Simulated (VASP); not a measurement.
# Co (Pm-3m) in VASP: further runs

Runs on Co. Level: r2SCAN. Tasks: single point.

Program: VASP 6.6.1. These are calculated values, not measurements. Logs are shortened: lines on timing, memory, paths and dates and some standing lists are left out, and cuts for length are marked.

## (1) The cell of the first run

Symmetry: Pm-3m, No. 221, cubic system. Conventional cell: a = 2.190 Å, b = 2.190 Å, c = 2.190 Å, α = 90.00°, β = 90.00°, γ = 90.00°. Within 2.9 Å of Co (site symmetry m-3m) lie 6 Co at 2.19 Å.

## (2) Single point, r2SCAN (volume scaled by 0.92)

Contents of POSCAR:

```
Co
1.0
    2.1904389593      0.0000000000      0.0000000000
    0.0000000000      2.1904389593      0.0000000000
    0.0000000000      0.0000000000      2.1904389593
Co
1
Direct
    0.0000000000      0.0000000000      0.0000000000
```

Contents of INCAR.step1:

```
ALGO = Normal ; EDIFF = 1E-4
ENCUT = 520 ; GGA = PE
ISMEAR = -1 ; LASPH = True
LCHARG = False ; LREAL = False
LWAVE = True ; NBANDS = 10
NELM = 60 ; PREC = Accurate
SIGMA = 0.1
```

Contents of INCAR.step2:

```
ALGO = Normal ; EDIFF = 1E-6
ENCUT = 520 ; ISIF = 2
ISMEAR = -1 ; ISTART = 1
LASPH = True ; LCHARG = False
LMIXTAU = True ; LREAL = False
LWAVE = False ; METAGGA = R2SCAN
NBANDS = 10 ; NELM = 60
PREC = Accurate ; SIGMA = 0.1
```

Contents of KPOINTS:

```
k-points
0
Gamma
  16 16 16
```

Potentials or basis: VASP PAW PBE potentials, release 64 (Co).

Launch:

```bash
$ cat potpaw_PBE.64/Co/POTCAR > POTCAR
$ cp INCAR.step1 INCAR
$ mpirun -np 1 vasp_std > vasp.out
$ cp INCAR.step2 INCAR
$ mpirun -np 1 vasp_std > vasp.out
```

OUTCAR:

```text
EDIFF = 1E-6
   ENCUT = 520
   ISIF = 2
   ISMEAR = -1
   ISTART = 1
   LASPH = True
   LREAL = False
   METAGGA = R2SCAN
   NELM = 60
   PREC = Accurate

 ion  position               nearest neighbor table
   1  0.000  0.000  0.000-

  LATTYP: Found a simple cubic cell.
 ALAT       =     2.1904389593

  Lattice vectors:

 A1 = (   2.1904389593,   0.0000000000,   0.0000000000)
 A2 = (   0.0000000000,   2.1904389593,   0.0000000000)
 A3 = (   0.0000000000,   0.0000000000,   2.1904389593)

Analysis of symmetry for initial positions (statically):
=====================================================================
 Subroutine PRICEL returns:
 Original cell was already a primitive cell.

 Routine SETGRP: Setting up the symmetry group for a
 simple cubic supercell.

 Subroutine GETGRP returns: Found 48 space group operations
 (whereof 48 operations were pure point group operations)
 out of a pool of 48 trial point group operations.

The static configuration has the point symmetry O_h .

Analysis of symmetry for dynamics (positions and initial velocities):
=====================================================================
 Subroutine PRICEL returns:
 Original cell was already a primitive cell.

 Routine SETGRP: Setting up the symmetry group for a
 simple cubic supercell.

 Subroutine GETGRP returns: Found 48 space group operations
 (whereof 48 operations were pure point group operations)
 out of a pool of 48 trial point group operations.

The dynamic configuration has the point symmetry O_h .

 Subroutine INISYM returns: Found 48 space group operations
 (whereof 48 operations are pure point group operations),
 and found     1 'primitive' translations

----------------------------------------------------------------------------------------

                                     Primitive cell

  volume of cell :      10.5098

  direct lattice vectors                    reciprocal lattice vectors
     2.190438959  0.000000000  0.000000000     0.456529499  0.000000000  0.000000000
     0.000000000  2.190438959  0.000000000     0.000000000  0.456529499  0.000000000
     0.000000000  0.000000000  2.190438959     0.000000000  0.000000000  0.456529499

  length of vectors
     2.190438959  2.190438959  2.190438959     0.456529499  0.456529499  0.456529499

  position of ions in fractional coordinates (direct lattice)
     0.000000000  0.000000000  0.000000000

[... 73 lines left out ...]
   ENCUT  =  520.0 eV  38.22 Ry    6.18 a.u.   4.07  4.07  4.07*2*pi/ulx,y,z
   NELM   =     60;   NELMIN=  2; NELMDL=  0     # of ELM steps
   EDIFF  = 0.1E-05   stopping-criterion for ELM
   LREAL  =      F    real-space projection
   EDIFFG = 0.1E-04   stopping-criterion for IOM
   NSW    =      0    number of steps for IOM
   IBRION =     -1    ionic relax: 0-MD 1-quasi-New 2-CG
   NFREE  =      0    steps in history (QN), initial steepest desc. (CG)
   ISIF   =      2    stress and relaxation
   ISYM   =      2    0-nonsym 1-usesym 2-fastsym
   POTIM  = 0.5000    time-step for ionic-motion
   TEBEG  =    0.0;   TEEND  =   0.0 temperature during run
   PSTRESS=    0.0 pullay stress
   NELECT =       9.0000    total number of electrons
   NUPDOWN=      -1.0000    fix difference up-down
   EMIN   =  10.00;   EMAX   =-10.00  energy-range for DOS
   EFERMI =   0.00;   METHOD = LEGACY
   ISMEAR =    -1;   SIGMA  =   0.10  broadening in eV -4-tet -1-fermi 0-gaus
   EFERMI_NEDOS =   21; number of points for ismear=-14 and -15
   IALGO  =     38    algorithm
   IMIX   =      4    mixing-type and parameters
     AMIX     =   0.40;   BMIX     =  1.00
     AMIX_MAG =   1.60;   BMIX_MAG =  1.00
  volume/ion in A,a.u.               =      10.51        70.92
  Fermi-wavevector in a.u.,A,eV,Ry     =   1.554621  2.937808 32.883190  2.416846
  Thomas-Fermi vector in A             =   2.658681
   LORBIT       =      0    0 simple, 1 ext, 2 COOP (PROOUT), +10 PAW based schemes
   METAGGA = R2SCAN    functional components
   LHFCALC =     F    Hartree Fock is set to
   AEXX    =    0.0000 exact exchange contribution
   IVDW    =     0    specifies the selected vdW correction
   LEPSILON=     F    determine dielectric tensor
   LRPA    =     F    only Hartree local field effects (RPA)
 non-spin polarized calculation
  energy-cutoff  :      520.00
  volume of cell :       10.51
 maximum number of plane-waves:       300
   NGX =  9   NGY =  9   NGZ =  9

 number of electron       9.0000014 magnetization

 Free energy of the ion-electron system (eV)
  ---------------------------------------------------
  ext. energy  EPLUGINS =         0.00000000
  ---------------------------------------------------
  free energy    TOTEN  =       -11.81702780 eV

  energy without entropy =      -11.73813644  energy(sigma->0) =      -11.77758212

 E-fermi :  10.6751     XC(G=0): -14.6021

 val. band max:       10.6722852252   @ k =   0.5000   0.4375   0.3125
 cond. band min:      10.6766666730   @ k =   0.1875   0.0625   0.0625
 fundamental gap:      0.0043814478
 Fermi energy:        10.6751021925

 k-point     1 :       0.0000    0.0000    0.0000
  band No.  band energies     occupation
      1       1.3049      2.00000
      2       6.2469      2.00000
      3       6.2469      2.00000
      4      11.2718      0.00511
      5      11.2718      0.00511
      6      11.2718      0.00511
      7      33.7006      0.00000
      8      33.7006      0.00000
      9      33.7006      0.00000
     10      37.8296      0.00000
[... 287 lines left out ...]
 k-point    24 :       0.5000    0.1250    0.0000
  band No.  band energies     occupation
      1       6.5953      2.00000
      2       7.3101      2.00000
      3       7.7027      2.00000
      4       9.6902      1.99989
      5      11.1906      0.01148
      6      11.3024      0.00377
      7      16.6160      0.00000
      8      34.8039      0.00000
      9      38.5642      0.00000
     10      40.0501      0.00000

 [... further k-points ...]
[... 5 lines left out ...]
  --------------------------------------------------------------------------------------
  -------------------------------------------------------------------------------------
  Total        1.3419983      1.3419983      1.3419983      0.0000000      0.0000000     -0.0000000
  in kB      204.5827835    204.5827835    204.5827835      0.0000000      0.0000000     -0.0000000
  external PRESSURE =     204.5827835 kB  Pullay stress =       0.0000000 kB

 VOLUME and BASIS-vectors are now :
 -----------------------------------------------------------------------------
  energy-cutoff  :      520.00
  volume of cell :       10.51
      direct lattice vectors                 reciprocal lattice vectors
     2.190438959  0.000000000  0.000000000     0.456529499  0.000000000  0.000000000
     0.000000000  2.190438959  0.000000000     0.000000000  0.456529499  0.000000000
     0.000000000  0.000000000  2.190438959     0.000000000  0.000000000  0.456529499

 POSITION                                       TOTAL-FORCE (eV/Angst)
 -----------------------------------------------------------------------------------
      0.00000      0.00000      0.00000         0.000000      0.000000      0.000000
 -----------------------------------------------------------------------------------
    total drift:                               -0.000000      0.000000      0.000000

  FREE ENERGIE OF THE ION-ELECTRON SYSTEM (eV)
  ---------------------------------------------------
  free  energy   TOTEN  =       -11.8170278001 eV

  energy  without entropy=      -11.7381364449  energy(sigma->0) =      -11.77758212
```

It took 44 s on 1 thread of AMD EPYC 7R13 (Zen 3), shared host; peak memory 0.1 GiB.

What came out:

```
Free energy : -11.8170 eV
Pressure    : 20.5 GPa
```

Caveat: the PAW data sets were made with another functional, which shifts forces and pressure a little; the run has no spin polarisation, though such a crystal can be magnetic.

## (3) Single point, r2SCAN (volume scaled by 0.96)

Contents of POSCAR:

```
Co
1.0
    2.2217351727      0.0000000000      0.0000000000
    0.0000000000      2.2217351727      0.0000000000
    0.0000000000      0.0000000000      2.2217351727
Co
1
Direct
    0.0000000000      0.0000000000      0.0000000000
```

Contents of INCAR.step1:

```
PREC = Accurate
ENCUT = 520
ISMEAR = -1
SIGMA = 0.1
LREAL = False
LASPH = True
NELM = 100
NBANDS = 10
GGA = PE
ALGO = Normal
EDIFF = 1E-4
LWAVE = True
LCHARG = False
```

Contents of INCAR.step2:

```
PREC = Accurate
ENCUT = 520
EDIFF = 1E-6
ISMEAR = -1
SIGMA = 0.1
LREAL = False
LASPH = True
NELM = 100
ALGO = Normal
ISIF = 2
LWAVE = False
LCHARG = False
METAGGA = R2SCAN
LMIXTAU = True
NBANDS = 10
ISTART = 1
```

Contents of KPOINTS:

```
regular mesh
0
Gamma
  16 16 16
```

Potentials or basis: VASP PAW PBE potentials, release 64 (Co).

Launch:

```bash
$ cat potpaw_PBE.64/Co/POTCAR > POTCAR
$ cp INCAR.step1 INCAR
$ mpirun -np 1 vasp_std > vasp.out
$ cp INCAR.step2 INCAR
$ mpirun -np 1 vasp_std > vasp.out
```

It took 63 s on 1 thread of AMD EPYC 7R13 (Zen 3), shared host; peak memory 0.1 GiB.

It converged, with:

| Property | Result |
| --- | --- |
| Free energy | -11.8599 eV |
| Pressure | 8.9 GPa |

Levels at points of the mesh, in eV from the Fermi level:
```
           k point  band 1  band 2  band 3  band 4  band 5  band 6  band 7  band 8  band 9
(0.00, 0.00, 0.00)   -9.07   -4.17   -4.17    0.56    0.56    0.56   22.45   22.45   22.45
(0.50, 0.00, 0.00)   -4.31   -3.53   -1.43   -0.97   -0.97    0.69    5.60   26.27   29.99
(0.50, 0.50, 0.00)   -5.16   -2.95   -0.65   -0.65    1.59    6.14    6.14   12.97   15.02
(0.50, 0.50, 0.50)   -3.78   -3.78   -3.78    1.67    1.67   14.41   14.41   14.41   14.42
```

Caveat: the PAW data sets were made with another functional, which shifts forces and pressure a little; the run has no spin polarisation, though such a crystal can be magnetic. Spin polarisation is off, so any magnetic state and its effect on volume and gap are missing.
